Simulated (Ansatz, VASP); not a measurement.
## Two plane-wave programs on GaN

Contents of INCAR:

```
SYSTEM = GaN
ALGO = Normal
EDIFF = 1E-6
ENCUT = 520
GGA = PE
ISIF = 2
ISMEAR = 0
LASPH = .True.
LCHARG = .False.
LREAL = .False.
LWAVE = .False.
NBANDS = 16
NELM = 80
PREC = Accurate
SIGMA = 0.05
```

KPOINTS

```
k-points
0
Gamma
  10 10 10
  0 0 0
```

File POSCAR:

```
GaN
1.0
    0.0000000000      2.1971630923      2.1971630923
    2.1971630923      0.0000000000      2.1971630923
    2.1971630923      2.1971630923      0.0000000000
Ga N
1 1
Direct
    0.0000000000      0.0000000000      0.0000000000
    0.7500000000      0.7500000000      0.7500000000
```

Input for Ansatz:

```yaml
crystal:
  lattice:
    - [0.0, 2.1971630923, 2.1971630923]
    - [2.1971630923, 0.0, 2.1971630923]
    - [2.1971630923, 2.1971630923, 0.0]
  atoms:
    - { symbol: Ga, position: [0.0, 0.0, 0.0] }
    - { symbol: "N", position: [0.75, 0.75, 0.75] }
basis:
  ecutwfc: 420
kpoints:
  mp_grid: { grid: [10, 10, 10] }
hamiltonian:
  xc: pbe
scf:
  occupations: { method: gaussian, width: 0.05 }
output:
  forces: true
  stress: true
  eigenvalues: true
```

Change from the starting cell: strain -0.025 along x and y, -0.025 along z, atoms carried along.

Alike in both runs: task single point; functional PBE; k mesh 10 × 10 × 10; occupations gaussian, width 0.05 eV; no spin polarisation.

```csv
,VASP,Ansatz
version,VASP 6.6.1,Ansatz 0.2.0
potentials or method,"VASP PAW PBE potentials, release 64 (Ga_d, N), cutoff 520 eV","scalar-relativistic, plane waves, PAW"
valence electrons in the cell,18,18
```

```tsv
	VASP	Ansatz	Ansatz less VASP
gap on the k mesh at the Fermi level (eV)	2.22	2.20	-0.014
least direct gap on the mesh (eV)	2.22	2.20	-0.014
pressure (GPa)	22.3	22.4	+0.06
```
